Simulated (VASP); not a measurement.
A run of VASP 6.6.1:

INCAR

```
PREC     = Accurate       # precision mode
ENCUT    = 520            # plane-wave cutoff, eV
EDIFF    = 1E-6           # SCF threshold, eV
ISMEAR   = 0              # smearing method
SIGMA    = 0.15           # smearing width, eV
LREAL    = False          # projectors in reciprocal space
LASPH    = True           # aspherical terms in the spheres
NELM     = 150            # most SCF steps
ALGO     = Normal         # electronic algorithm
ISIF     = 2              # what is computed and relaxed
LWAVE    = False          # write WAVECAR
LCHARG   = False          # write CHGCAR
ISPIN    = 2              # spin polarisation
MAGMOM   = 0.375 0        # initial moments
LORBIT   = 11             # projections on sites
NUPDOWN  = 0.375          # fixed moment
LMAXMIX  = 4              # l up to which the mixer works
GGA      = PS             # functional
NBANDS   = 20             # bands
```

KPOINTS

```
Automatic mesh
0
Gamma
  20 20 20
```

File POSCAR:

```
TiN
1.0
    0.0000000000      2.0142318208      2.0142318208
    2.0142318208      0.0000000000      2.0142318208
    2.0142318208      2.0142318208      0.0000000000
Ti N
1 1
Direct
    0.0000000000      0.0000000000      0.0000000000
    0.5000000000      0.5000000000      0.5000000000
```

Potentials or basis: VASP PAW PBE potentials, release 64 (Ti_sv, N).

Command:

```sh
$ cat potpaw_PBE.64/Ti_sv/POTCAR potpaw_PBE.64/N/POTCAR > POTCAR
$ mpirun -np 1 vasp_std > vasp.out
```

Hardware: 1 thread of Intel Xeon 8259CL, with other jobs on the host.

**Question.** Estimate the wall time of this run.

**Answer.** It took 2.8 min on 1 thread of Intel Xeon 8259CL, with other jobs on the host, peak memory 0.25 GiB. Counts: scf iterations 14, k points 256.
